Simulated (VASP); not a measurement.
Write the native input for VASP 6.6.1 that does the following.

```yaml
Task: single point
Functional: PBE
Potentials_or_basis: VASP PAW PBE potentials, release 64 (Rb_sv, Br)
Cutoff: 520 eV
k_mesh: 8 × 8 × 8
Occupations: gaussian, width 0.05 eV
Spin: no spin polarisation
Dipole_correction: no
Further_INCAR_settings: ALGO = Normal; EDIFF = 1e-06; NBANDS = 15
```

The structure of RbBr lies in POSCAR:

```
RbBr
1.0
    0.0000000000      3.5315776543      3.5315776543
    3.5315776543      0.0000000000      3.5315776543
    3.5315776543      3.5315776543      0.0000000000
Rb Br
1 1
Direct
    0.5000000000      0.5000000000      0.5000000000
    0.0000000000      0.0000000000      0.0000000000
```

This cell differs from its parent crystal: volume scaled by 1.020.

The input as run:

INCAR

```
SYSTEM = RbBr
ALGO = Normal ; EDIFF = 1E-6
ENCUT = 520 ; GGA = PE
ISIF = 2 ; ISMEAR = 0
LASPH = .True. ; LCHARG = .True.
LELF = .True. ; LREAL = .False.
LVHAR = .True. ; LWAVE = .False.
NBANDS = 15 ; NELM = 60
PREC = Accurate ; SIGMA = 0.05
```

KPOINTS

```
k-points
0
Gamma
  8 8 8
  0 0 0
```

Potentials or basis: VASP PAW PBE potentials, release 64 (Rb_sv, Br).

Run with:

```sh
$ cat potpaw_PBE.64/Rb_sv/POTCAR potpaw_PBE.64/Br/POTCAR > POTCAR
$ mpirun -np 1 vasp_std > vasp.out
```

It gave:

```json
{
  "Pressure": "-0.2 GPa",
  "Band gap on the k mesh": "4.14 eV, direct"
}
```

Wall time 48 s on 1 thread of AMD EPYC 7R43 64-Core Processor (Zen 3) (shared host), peak memory 0.21 GiB.
